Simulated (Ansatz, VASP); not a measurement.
This is a calculation of InP for Ansatz 0.2.0.

Contents of input.yaml:

```yaml
crystal:
  lattice:
    - [0.0, 2.768834, 2.768834]
    - [2.768834, 0.0, 2.768834]
    - [2.768834, 2.768834, 0.0]
  atoms:
    - { symbol: In, position: [0.0, 0.0, 0.0] }
    - { symbol: P, position: [0.5, 0.5, 0.5] }
hamiltonian:
  xc: pbe
  pseudopotentials: { kind: paw }
kpoints:
  mp_grid: { grid: [8, 8, 8] }
scf:
  occupations: { method: gaussian, width: 0.016 }
output:
  forces: true
  stress: true
  eigenvalues: true
```

Potentials or basis: Ansatz PAW.

Command:

```sh
$ ansatz run input.yaml --threads 2 --pin off --max-ram 5632MiB --backend cpu --events-out ev --progress --plain --runs-dir out
```

Q: Set up the same calculation for VASP 6.6.1. Potentials there: VASP PAW PBE potentials, release 64 (In_d, P).

A: As run (the cutoff follows the program's own potentials):

INCAR

```
PREC = Accurate
ENCUT = 520
EDIFF = 1E-6
ISMEAR = 0
SIGMA = 0.016
LREAL = F
LASPH = T
NELM = 80
ALGO = Normal
ISIF = 2
LWAVE = F
LCHARG = T
GGA = PE
LELF = T
LVHAR = T
NBANDS = 16
```

Contents of KPOINTS:

```
Automatic mesh
0
Gamma
  8 8 8
```

The input POSCAR:

```
InP
1.0
    0.0000000000      2.7688340000      2.7688340000
    2.7688340000      0.0000000000      2.7688340000
    2.7688340000      2.7688340000      0.0000000000
In P
1 1
Direct
    0.0000000000      0.0000000000      0.0000000000
    0.5000000000      0.5000000000      0.5000000000
```

Potentials or basis: VASP PAW PBE potentials, release 64 (In_d, P).

The run is started by

```sh
$ cat potpaw_PBE.64/In_d/POTCAR potpaw_PBE.64/P/POTCAR > POTCAR
$ mpirun -np 1 vasp_std > vasp.out
```

Both were run:

|  | VASP | Ansatz | Ansatz less VASP |
| --- | --- | --- | --- |
| gap on the k mesh at the Fermi level (eV) | none | none | - |
| pressure (GPa) | -0.1 | -0.1 | +0.05 |

A gap of «none» marks a metal or a gap that the smearing closes. With one functional, cell and mesh, what is left measures potentials, basis and numerics.
